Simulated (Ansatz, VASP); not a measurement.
# One calculation of GaN, two programs

```
CELL_PARAMETERS angstrom
3.20106 0.00000 0.00000
-1.60053 2.77220 0.00000
0.00000 0.00000 5.20021
ATOMIC_POSITIONS crystal
Ga 0.66667 0.33333 0.50000
Ga 0.33333 0.66667 0.00000
N 0.66667 0.33333 0.87500
N 0.33333 0.66667 0.37500
```

Alike in both runs: task single point; functional revPBE; k mesh 10 × 10 × 5; occupations fermi-dirac, width 0.05 eV; no spin polarisation.

|  | VASP | Ansatz |
| --- | --- | --- |
| version | VASP 6.6.1 | Ansatz 0.2.0 |
| potentials or method | VASP PAW PBE potentials, release 64 (Ga_d, N) | Ansatz PAW |
| plane-wave cutoff (eV) | 520 | 420 |
| valence electrons in the cell | 36 | 36 |

|  | VASP | Ansatz | Ansatz less VASP |
| --- | --- | --- | --- |
| gap on the k mesh at the Fermi level (eV) | 1.88 | 1.86 | -0.020 |
| least direct gap on the mesh (eV) | 1.88 | 1.86 | -0.020 |
| pressure (GPa) | 6.2 | 6.4 | +0.18 |
| traceless stress, the component that is largest in VASP (GPa) | 1.31 | 1.30 | -0.007 |
| rms of the force components (eV/Å) | 0.076 | 0.078 | +0.0016 |

VASP's potentials were made for PBE, not for revPBE. Atom by atom the forces differ by 0.002 eV/Å (rms over components).

Noted on Ansatz's run: odd divisions of the mesh miss points on the zone boundary, where band edges often lie, so the gap on the mesh can be too wide.
